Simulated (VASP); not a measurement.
# Sb (P4/mbm) in VASP: notebook

Sb is run at these levels: PBE; tasks: single point.

All numbers are computed with VASP 6.6.1; they aren't measurements. Logs are shortened: lines on timing, memory, paths and dates and some standing lists are left out, and cuts for length are marked.

## 1. The cell of the first run

Symmetry: P4/mbm, No. 127, tetragonal system. The conventional cell has a = 7.322 Å, b = 7.322 Å, c = 2.902 Å, α = 90.00°, β = 90.00°, γ = 90.00°. Within 3.7 Å of Sb (site symmetry 4/m) lie 6 Sb at 2.84 to 2.90 Å. Sb (site symmetry m2m) has 5 Sb at 2.83 to 2.90 Å within 3.7 Å.

The cell was generated, and may not be a known phase.

## 2. Single point, PBE

File INCAR:

```
SYSTEM = Sb
PREC     = Accurate       ! precision mode
ENCUT    = 520            ! plane-wave cutoff, eV
EDIFF    = 1E-6           ! SCF threshold, eV
ISMEAR   = 0              ! smearing method
SIGMA    = 0.1            ! smearing width, eV
LREAL    = .False.        ! projectors in reciprocal space
LASPH    = .True.         ! aspherical terms in the spheres
NELM     = 100            ! most SCF steps
ALGO     = Normal         ! electronic algorithm
ISIF     = 2              ! what is computed and relaxed
LWAVE    = .False.        ! write WAVECAR
LCHARG   = .False.        ! write CHGCAR
GGA      = PE             ! functional
NBANDS   = 24             ! bands
```

File KPOINTS:

```
regular mesh
0
Gamma
  4 4 6
  0 0 0
```

File POSCAR:

```
Sb
1.0
    7.3224322400      0.0000000000      0.0000000000
    0.0000000000      7.3224322400      0.0000000000
    0.0000000000      0.0000000000      2.9020880700
Sb
6
Direct
    0.5000000000      0.5000000000      0.0000000000
    0.0000000000      0.0000000000      0.0000000000
    0.8631799800      0.6368200200      0.0000000000
    0.1368200200      0.3631799800      0.0000000000
    0.6368200200      0.1368200200      0.0000000000
    0.3631799800      0.8631799800      0.0000000000
```

Potentials or basis: VASP PAW PBE potentials, release 64 (Sb).

Run with:

```
> cat potpaw_PBE.64/Sb/POTCAR > POTCAR
> mpirun -np 1 vasp_std > vasp.out
```

OUTCAR:

```text
SYSTEM = Sb
   PREC = Accurate
   ENCUT = 520
   EDIFF = 1E-6
   ISMEAR = 0
   LREAL = .False.
   LASPH = .True.
   NELM = 100
   ISIF = 2
   GGA = PE

 ion  position               nearest neighbor table
   1  0.500  0.500  0.000-   3 2.84   4 2.84   5 2.84   6 2.84
   2  0.000  0.000  0.000-   3 2.84   4 2.84   5 2.84   6 2.84
   3  0.863  0.637  0.000-   4 2.83   2 2.84   1 2.84
   4  0.137  0.363  0.000-   3 2.83   2 2.84   1 2.84
   5  0.637  0.137  0.000-   6 2.83   2 2.84   1 2.84
   6  0.363  0.863  0.000-   5 2.83   2 2.84   1 2.84

  LATTYP: Found a simple tetragonal cell.
 ALAT       =     7.3224322400
 C/A-ratio  =     0.3963284295

  Lattice vectors:

 A1 = (   7.3224322400,   0.0000000000,   0.0000000000)
 A2 = (   0.0000000000,   7.3224322400,   0.0000000000)
 A3 = (   0.0000000000,   0.0000000000,   2.9020880700)

Analysis of symmetry for initial positions (statically):
=====================================================================
 Subroutine PRICEL returns:
 Original cell was already a primitive cell.

 Routine SETGRP: Setting up the symmetry group for a
 simple tetragonal supercell.

 Subroutine GETGRP returns: Found 16 space group operations
 (whereof  8 operations were pure point group operations)
 out of a pool of 16 trial point group operations.

The static configuration has the point symmetry C_4h.
 The point group associated with its full space group is D_4h.

Analysis of symmetry for dynamics (positions and initial velocities):
=====================================================================
 Subroutine PRICEL returns:
 Original cell was already a primitive cell.

 Routine SETGRP: Setting up the symmetry group for a
 simple tetragonal supercell.

 Subroutine GETGRP returns: Found 16 space group operations
 (whereof  8 operations were pure point group operations)
 out of a pool of 16 trial point group operations.

The dynamic configuration has the point symmetry C_4h.
 The point group associated with its full space group is D_4h.

 Subroutine INISYM returns: Found 16 space group operations
 (whereof  8 operations are pure point group operations),
 and found     1 'primitive' translations

----------------------------------------------------------------------------------------

[... 98 lines left out ...]
   NELM   =    100;   NELMIN=  2; NELMDL= -5     # of ELM steps
   EDIFF  = 0.1E-05   stopping-criterion for ELM
   LREAL  =      F    real-space projection
   EDIFFG = 0.1E-04   stopping-criterion for IOM
   NSW    =      0    number of steps for IOM
   IBRION =     -1    ionic relax: 0-MD 1-quasi-New 2-CG
   NFREE  =      0    steps in history (QN), initial steepest desc. (CG)
   ISIF   =      2    stress and relaxation
   ISYM   =      2    0-nonsym 1-usesym 2-fastsym
   POTIM  = 0.5000    time-step for ionic-motion
   TEBEG  =    0.0;   TEEND  =   0.0 temperature during run
   PSTRESS=    0.0 pullay stress
   NELECT =      30.0000    total number of electrons
   NUPDOWN=      -1.0000    fix difference up-down
   EMIN   =  10.00;   EMAX   =-10.00  energy-range for DOS
   EFERMI =   0.00;   METHOD = LEGACY
   ISMEAR =     0;   SIGMA  =   0.10  broadening in eV -4-tet -1-fermi 0-gaus
   EFERMI_NEDOS =   21; number of points for ismear=-14 and -15
   IALGO  =     38    algorithm
   IMIX   =      4    mixing-type and parameters
     AMIX     =   0.40;   BMIX     =  1.00
     AMIX_MAG =   1.60;   BMIX_MAG =  1.00
  volume/ion in A,a.u.               =      25.93       175.01
  Fermi-wavevector in a.u.,A,eV,Ry     =   0.945747  1.787202 12.169550  0.894437
  Thomas-Fermi vector in A             =   2.073678
   LORBIT       =      0    0 simple, 1 ext, 2 COOP (PROOUT), +10 PAW based schemes
   GGA     = PE    functional components
   LHFCALC =     F    Hartree Fock is set to
   AEXX    =    0.0000 exact exchange contribution
   IVDW    =     0    specifies the selected vdW correction
   LEPSILON=     F    determine dielectric tensor
   LRPA    =     F    only Hartree local field effects (RPA)
 non-spin polarized calculation
 Gauss-broadening in eV      SIGMA  =   0.10
  energy-cutoff  :      520.00
  volume of cell :      155.60
 maximum number of plane-waves:      4224
   NGX = 27   NGY = 27   NGZ = 11

 number of electron      29.9999996 magnetization

 Free energy of the ion-electron system (eV)
  ---------------------------------------------------
  ext. energy  EPLUGINS =         0.00000000
  ---------------------------------------------------
  free energy    TOTEN  =       -22.15980839 eV

  energy without entropy =      -22.13237759  energy(sigma->0) =      -22.14609299

 E-fermi :   9.3539     XC(G=0): -10.1725

 val. band max:        9.3169202038   @ k =   0.5000   0.0000   0.5000
 cond. band min:       9.3625521638   @ k =   0.5000   0.5000   0.3333
 fundamental gap:      0.0456319600
 Fermi energy:         9.3539236328

 k-point     1 :       0.0000    0.0000    0.0000
  band No.  band energies     occupation
      1      -4.8071      2.00000
      2      -2.8602      2.00000
      3      -2.6029      2.00000
      4      -1.7586      2.00000
      5      -1.7586      2.00000
      6      -0.3315      2.00000
[... 637 lines left out ...]
     23      12.5211      0.00000
     24      12.5211      0.00000

------------------------ aborting loop because EDIFF is reached ----------------------------------------

  FORCE on cell =-STRESS in cart. coord.  units (eV):
  Direction    XX          YY          ZZ          XY          YZ          ZX
  --------------------------------------------------------------------------------------
  -------------------------------------------------------------------------------------
  Total       18.6725524     18.6725524     16.5395017      0.0000000     -0.0000000      0.0000000
  in kB      192.2617800    192.2617800    170.2988411      0.0000000     -0.0000000      0.0000000
  external PRESSURE =     184.9408003 kB  Pullay stress =       0.0000000 kB

 VOLUME and BASIS-vectors are now :
 -----------------------------------------------------------------------------
  energy-cutoff  :      520.00
  volume of cell :      155.60
      direct lattice vectors                 reciprocal lattice vectors
     7.322432240  0.000000000  0.000000000     0.136566644  0.000000000  0.000000000
     0.000000000  7.322432240  0.000000000     0.000000000  0.136566644  0.000000000
     0.000000000  0.000000000  2.902088070     0.000000000  0.000000000  0.344579481

 POSITION                                       TOTAL-FORCE (eV/Angst)
 -----------------------------------------------------------------------------------
      3.66122      3.66122      0.00000        -0.000000      0.000000      0.000000
      0.00000      0.00000      0.00000        -0.000000      0.000000      0.000000
      6.32058      4.66307      0.00000         0.098842     -0.098842     -0.000000
      1.00186      2.65936      0.00000        -0.098842      0.098842      0.000000
      4.66307      1.00186      0.00000        -0.098842     -0.098842      0.000000
      2.65936      6.32058      0.00000         0.098842      0.098842      0.000000
 -----------------------------------------------------------------------------------
    total drift:                                0.000000     -0.000000     -0.000000

  FREE ENERGIE OF THE ION-ELECTRON SYSTEM (eV)
  ---------------------------------------------------
  free  energy   TOTEN  =       -22.1598083946 eV

  energy  without entropy=      -22.1323775921  energy(sigma->0) =      -22.14609299
```

OSZICAR:

```text
N       E                     dE             d eps       ncg     rms          rms(c)
DAV:   1     0.151179314304E+03    0.15118E+03   -0.10015E+04  1152   0.990E+02
DAV:   2    -0.110831764009E+02   -0.16226E+03   -0.15371E+03  1384   0.176E+02
DAV:   3    -0.220710361460E+02   -0.10988E+02   -0.10656E+02  1528   0.477E+01
DAV:   4    -0.222244627604E+02   -0.15343E+00   -0.15315E+00  1344   0.637E+00
DAV:   5    -0.222265255537E+02   -0.20628E-02   -0.20625E-02  1440   0.853E-01    0.681E+00
DAV:   6    -0.221801429982E+02    0.46383E-01   -0.23397E-02  1368   0.666E-01    0.419E+00
DAV:   7    -0.221598809741E+02    0.20262E-01   -0.49747E-02  1296   0.968E-01    0.118E-01
DAV:   8    -0.221597827284E+02    0.98246E-04   -0.22683E-03  1400   0.226E-01    0.638E-02
DAV:   9    -0.221597991089E+02   -0.16380E-04   -0.11901E-04  1440   0.516E-02    0.237E-02
DAV:  10    -0.221598065629E+02   -0.74540E-05   -0.81890E-06  1432   0.149E-02    0.606E-03
DAV:  11    -0.221598082950E+02   -0.17321E-05   -0.26125E-06  1240   0.810E-03    0.223E-03
DAV:  12    -0.221598083946E+02   -0.99532E-07   -0.26436E-07   792   0.254E-03
   1 F= -.22159808E+02 E0= -.22146093E+02  d E =-.274308E-01
```

Run time: 44 s. Hardware: 1 thread of Intel Xeon 6975P-C (Granite Rapids), shared host; peak memory 0.26 GiB.

What came out:

* Free energy: -22.1598 eV
* Pressure: 18.5 GPa
* Largest force: 0.140 eV/Å
* Band gap on the k mesh: zero (bands 15 and 16 overlap by 4.64 eV)

Forces in eV/Å, atoms in the order of the input:
```
Sb   0.000  0.000  0.000
Sb   0.000  0.000  0.000
Sb   0.099 -0.099  0.000
Sb  -0.099  0.099  0.000
Sb  -0.099 -0.099  0.000
Sb   0.099  0.099  0.000
```

Levels at points of the mesh, in eV from the Fermi level:
```tsv
k point	band 10	band 11	band 12	band 13	band 14	band 15	band 16	band 17	band 18	band 19
(0.00, 0.00, 0.00)	-2.53	-1.63	-1.53	-1.53	0.38	1.64	1.64	2.10	2.10	3.70
(0.50, 0.00, 0.00)	-4.33	-3.01	-3.01	0.05	0.05	0.74	0.74	3.59	3.59	4.36
(0.50, 0.50, 0.00)	-5.47	-2.85	-2.85	0.23	0.23	0.35	0.35	4.76	4.76	4.76
(0.00, 0.00, 0.50)	-4.45	-4.45	-3.93	-3.93	-3.50	-2.39	0.50	0.98	1.74	1.74
(0.50, 0.00, 0.50)	-4.93	-3.61	-3.61	-3.25	-3.25	-1.41	-1.41	-0.04	-0.04	2.13
(0.50, 0.50, 0.50)	-5.06	-3.32	-3.32	-3.03	-3.03	-2.87	-2.87	0.27	0.27	2.90
```

Caveat: the k points lie up to 0.36 Å⁻¹ apart, too coarse for converged energies and pressures of a metal; spin-orbit coupling is left out, which moves the levels of the heavy elements.

## 3. Single point, PBE

This run uses another cell than the first one, of 32.68 Å³/atom.

File INCAR:

```
PREC = Accurate
ENCUT = 520
EDIFF = 1E-6
ISMEAR = 0
SIGMA = 0.1
LREAL = F
LASPH = T
NELM = 100
ALGO = Normal
ISIF = 2
LWAVE = F
LCHARG = F
GGA = PE
NBANDS = 24
```

File KPOINTS:

```
Automatic mesh
0
Gamma
  4 4 6
```

File POSCAR:

```
Sb
1.0
    7.9914886216      0.0000000000      0.0000000000
    0.0000000000      7.9914886216      0.0000000000
    0.0000000000      0.0000000000      3.0700548271
Sb
6
Direct
    0.5000000000      0.5000000000      0.0000000000
    0.0000000000      0.0000000000      0.0000000000
    0.8675620372      0.6324379628      0.0000000000
    0.1324379628      0.3675620372      0.0000000000
    0.6324379628      0.1324379628      0.0000000000
    0.3675620372      0.8675620372      0.0000000000
```

Potentials or basis: VASP PAW PBE potentials, release 64 (Sb).

Run with:

```
> cat potpaw_PBE.64/Sb/POTCAR > POTCAR
> mpirun -np 1 vasp_std > vasp.out
```

OUTCAR:

```text
PREC = Accurate
   ENCUT = 520
   EDIFF = 1E-6
   ISMEAR = 0
   LREAL = F
   LASPH = T
   NELM = 100
   ISIF = 2
   GGA = PE

 ion  position               nearest neighbor table
   1  0.500  0.500  0.000-   3 3.12   4 3.12   5 3.12   6 3.12
   2  0.000  0.000  0.000-   3 3.12   4 3.12   5 3.12   6 3.12
   3  0.868  0.632  0.000-   4 2.99   2 3.12   1 3.12
   4  0.132  0.368  0.000-   3 2.99   2 3.12   1 3.12
   5  0.632  0.132  0.000-   6 2.99   2 3.12   1 3.12
   6  0.368  0.868  0.000-   5 2.99   2 3.12   1 3.12

  LATTYP: Found a simple tetragonal cell.
 ALAT       =     7.9914886216
 C/A-ratio  =     0.3841655757

  Lattice vectors:

 A1 = (   7.9914886216,   0.0000000000,   0.0000000000)
 A2 = (   0.0000000000,   7.9914886216,   0.0000000000)
 A3 = (   0.0000000000,   0.0000000000,   3.0700548271)

Analysis of symmetry for initial positions (statically):
=====================================================================
 Subroutine PRICEL returns:
 Original cell was already a primitive cell.

 Routine SETGRP: Setting up the symmetry group for a
 simple tetragonal supercell.

 Subroutine GETGRP returns: Found 16 space group operations
 (whereof  8 operations were pure point group operations)
 out of a pool of 16 trial point group operations.

The static configuration has the point symmetry C_4h.
 The point group associated with its full space group is D_4h.

Analysis of symmetry for dynamics (positions and initial velocities):
=====================================================================
 Subroutine PRICEL returns:
 Original cell was already a primitive cell.

 Routine SETGRP: Setting up the symmetry group for a
 simple tetragonal supercell.

 Subroutine GETGRP returns: Found 16 space group operations
 (whereof  8 operations were pure point group operations)
 out of a pool of 16 trial point group operations.

The dynamic configuration has the point symmetry C_4h.
 The point group associated with its full space group is D_4h.

[... 127 lines left out ...]
  Fermi-wavevector in a.u.,A,eV,Ry     =   0.875618  1.654678 10.431684  0.766707
  Thomas-Fermi vector in A             =   1.995314
   LORBIT       =      0    0 simple, 1 ext, 2 COOP (PROOUT), +10 PAW based schemes
   GGA     = PE    functional components
   LHFCALC =     F    Hartree Fock is set to
   AEXX    =    0.0000 exact exchange contribution
   IVDW    =     0    specifies the selected vdW correction
   LEPSILON=     F    determine dielectric tensor
   LRPA    =     F    only Hartree local field effects (RPA)
 non-spin polarized calculation
 Gauss-broadening in eV      SIGMA  =   0.10
  energy-cutoff  :      520.00
  volume of cell :      196.07
 maximum number of plane-waves:      5330
 NGX is ok and might be reduce to    60
   NGX = 29   NGY = 29   NGZ = 11

 number of electron      30.0000000 magnetization

 Free energy of the ion-electron system (eV)
  ---------------------------------------------------
  ext. energy  EPLUGINS =         0.00000000
  ---------------------------------------------------
  free energy    TOTEN  =       -24.17059092 eV

  energy without entropy =      -24.15727757  energy(sigma->0) =      -24.16393425

 E-fermi :   6.2333     XC(G=0):  -9.1500

 val. band max:        6.2021364155   @ k =   0.0000   0.0000   0.0000
 cond. band min:       6.2553792917   @ k =   0.2500   0.0000   0.0000
 fundamental gap:      0.0532428761
 Fermi energy:         6.2333135946

 k-point     1 :       0.0000    0.0000    0.0000
  band No.  band energies     occupation
      1      -5.9094      2.00000
      2      -4.5537      2.00000
      3      -4.4103      2.00000
      4      -3.5604      2.00000
      5      -3.5604      2.00000
      6      -2.8870      2.00000
[... 637 lines left out ...]
     23       9.7991      0.00000
     24       9.7991      0.00000

------------------------ aborting loop because EDIFF is reached ----------------------------------------

  FORCE on cell =-STRESS in cart. coord.  units (eV):
  Direction    XX          YY          ZZ          XY          YZ          ZX
  --------------------------------------------------------------------------------------
  -------------------------------------------------------------------------------------
  Total        0.4027102      0.4027102      0.3972473      0.0000000     -0.0000000     -0.0000000
  in kB        3.2908014      3.2908014      3.2461609      0.0000000     -0.0000000     -0.0000000
  external PRESSURE =       3.2759212 kB  Pullay stress =       0.0000000 kB

 VOLUME and BASIS-vectors are now :
 -----------------------------------------------------------------------------
  energy-cutoff  :      520.00
  volume of cell :      196.07
      direct lattice vectors                 reciprocal lattice vectors
     7.991488622  0.000000000  0.000000000     0.125133132  0.000000000  0.000000000
     0.000000000  7.991488622  0.000000000     0.000000000  0.125133132  0.000000000
     0.000000000  0.000000000  3.070054827     0.000000000  0.000000000  0.325727082

 POSITION                                       TOTAL-FORCE (eV/Angst)
 -----------------------------------------------------------------------------------
      3.99574      3.99574      0.00000         0.000000      0.000000      0.000000
      0.00000      0.00000      0.00000         0.000000      0.000000      0.000000
      6.93311      5.05412      0.00000         0.030777     -0.030777      0.000000
      1.05838      2.93737      0.00000        -0.030777      0.030777     -0.000000
      5.05412      1.05838      0.00000        -0.030777     -0.030777      0.000000
      2.93737      6.93311      0.00000         0.030777      0.030777      0.000000
 -----------------------------------------------------------------------------------
    total drift:                                0.000000      0.000000      0.000000

  FREE ENERGIE OF THE ION-ELECTRON SYSTEM (eV)
  ---------------------------------------------------
  free  energy   TOTEN  =       -24.1705909228 eV

  energy  without entropy=      -24.1572775719  energy(sigma->0) =      -24.16393425
```

Run time: 47 s. Hardware: 1 thread of Intel Xeon 6975P-C (Granite Rapids), shared host; peak memory 0.3 GiB.

What came out:

```
Free energy            : -24.1706 eV
Pressure               : 0.3 GPa
Largest force          : 0.044 eV/Å
Band gap on the k mesh : zero (bands 15 and 16 overlap by 3.59 eV)
```

Forces in eV/Å, atoms in the order of the input:
```
Sb   0.000  0.000  0.000
Sb   0.000  0.000  0.000
Sb   0.031 -0.031  0.000
Sb  -0.031  0.031  0.000
Sb  -0.031 -0.031  0.000
Sb   0.031  0.031  0.000
```

Levels at points of the mesh, in eV from the Fermi level:
```csv
k point,band 13,band 14,band 15,band 16,band 17,band 18
"(0.00, 0.00, 0.00)",-1.10,-0.03,1.49,1.49,2.09,2.09
"(0.50, 0.00, 0.00)",0.19,0.19,0.94,0.94,2.72,2.72
"(0.50, 0.50, 0.00)",0.19,0.19,0.59,0.59,3.63,3.63
"(0.00, 0.00, 0.50)",-2.68,-2.68,-1.60,-0.05,1.00,1.00
"(0.50, 0.00, 0.50)",-2.29,-2.29,-1.24,-1.24,-0.08,-0.08
"(0.50, 0.50, 0.50)",-2.18,-2.18,-2.09,-2.09,0.27,0.27
```

Caveat: spin-orbit coupling is left out, which moves the levels of the heavy elements.

The gap in the log of VASP goes by the Fermi energy; the results here count the filled bands.